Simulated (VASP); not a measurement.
A run of VASP 6.6.1 is set up as follows.

INCAR

```
SYSTEM = Ca2Si
PREC = Accurate
ENCUT = 520
EDIFF = 1E-7
ISMEAR = 0
SIGMA = 0.05
LREAL = .False.
LASPH = .True.
NELM = 60
ALGO = Normal
ISIF = 2
LWAVE = .False.
LCHARG = .False.
NBANDS = 19
```

KPOINTS

```
regular mesh
0
Gamma
  8 8 8
  0 0 0
```

File POSCAR:

```
Ca2Si
1.0
    0.0000000000      3.4609308134      3.5833161343
    3.4609308134      0.0000000000      3.5833161343
    3.4609308134      3.4609308134      0.0000000000
Ca Si
2 1
Direct
    0.7267257627      0.7267257627      0.7732742373
    0.2732742373      0.2732742373      0.2267257627
    0.0000000000      0.0000000000      0.0000000000
```

Potentials or basis: VASP PAW LDA potentials, release 64 (Ca_sv, Si).

Launch:

```sh
$ cat potpaw_LDA.64/Ca_sv/POTCAR potpaw_LDA.64/Si/POTCAR > POTCAR
$ mpirun -np 1 vasp_std > vasp.out
```

**Question.** Estimate the band gap on the k mesh.

**Answer.** 0.15 eV.

**Question.** Estimate the pressure.

**Answer.** 0.5 GPa.

**Question.** Estimate the largest force.

**Answer.** 0.857 eV/Å.

Stress tensor (GPa, compression positive):
```
 1.00 -1.44  0.00
-1.44  1.00  0.00
 0.00  0.00 -0.37
```

Caveat: the cell differs from its parent crystal (atoms displaced along a vibrational mode, the cell strained). A k mesh can miss the band edges.
